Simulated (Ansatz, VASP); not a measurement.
CdF2 in VASP and in Ansatz

INCAR

```
SYSTEM = CdF2
PREC     = Accurate       ! precision mode
ENCUT    = 520            ! plane-wave cutoff, eV
EDIFF    = 1E-6           ! SCF threshold, eV
ISMEAR   = 0              ! smearing method
SIGMA    = 0.05           ! smearing width, eV
LREAL    = .FALSE.        ! projectors in reciprocal space
LASPH    = .TRUE.         ! aspherical terms in the spheres
NELM     = 60             ! most SCF steps
ALGO     = Normal         ! electronic algorithm
ISIF     = 2              ! what is computed and relaxed
LWAVE    = .FALSE.        ! write WAVECAR
LCHARG   = .TRUE.         ! write CHGCAR
GGA      = PE             ! functional
LELF     = .TRUE.         ! ELF
LVHAR    = .TRUE.       
NBANDS   = 20             ! bands
```

File KPOINTS:

```
regular mesh
0
G
  8 8 8
  0 0 0
```

POSCAR

```
CdF2
1.0
    0.6566750031      3.0591445268      3.0591445268
    3.0591445268      0.6566750031      3.0591445268
    3.0591445268      3.0591445268      0.6566750031
Cd F
1 2
Direct
    0.0000000000      0.0000000000      0.0000000000
    0.2500000000      0.2500000000      0.2500000000
    0.7500000000      0.7500000000      0.7500000000
```

Input for Ansatz:

```yaml
crystal:
  lattice:
    - [0.6566750031, 3.0591445268, 3.0591445268]
    - [3.0591445268, 0.6566750031, 3.0591445268]
    - [3.0591445268, 3.0591445268, 0.6566750031]
  atoms:
    - { symbol: Cd, position: [0.0, 0.0, 0.0] }
    - { symbol: F, position: [0.25, 0.25, 0.25] }
    - { symbol: F, position: [0.75, 0.75, 0.75] }
basis:
  ecutwfc: 420
kpoints:
  mp_grid: { grid: [8, 8, 8] }
hamiltonian:
  xc: pbe
scf:
  occupations: { method: gaussian, width: 0.05 }
output:
  forces: true
  stress: true
  eigenvalues: true
```

Alike in both runs: task single point; functional PBE; k mesh 8 × 8 × 8; occupations gaussian, width 0.05 eV; no spin polarisation.

|  | VASP | Ansatz |
| --- | --- | --- |
| version | VASP 6.6.1 | Ansatz 0.2.0 |
| potentials or method | VASP PAW PBE potentials, release 64 (Cd, F), cutoff 520 eV | scalar-relativistic, plane waves, PAW |
| valence electrons in the cell | 26 | 34 |

|  | VASP | Ansatz | Ansatz less VASP |
| --- | --- | --- | --- |
| gap on the k mesh at the Fermi level (eV) | 3.30 | 3.34 | +0.038 |
| least direct gap on the mesh (eV) | 3.45 | 3.49 | +0.038 |
| pressure (GPa) | 16.9 | 15.6 | -1.35 |
| traceless stress, the component that is largest in VASP (GPa) | -4.22 | -3.83 | +0.396 |
| rms of the force components (eV/Å) | 0.346 | 0.295 | -0.0510 |

Atom by atom the forces differ by 0.051 eV/Å (rms over components). VASP's potentials hold 26 valence electrons a cell and Ansatz's 34, so a difference there can come from the potentials and not from the codes.
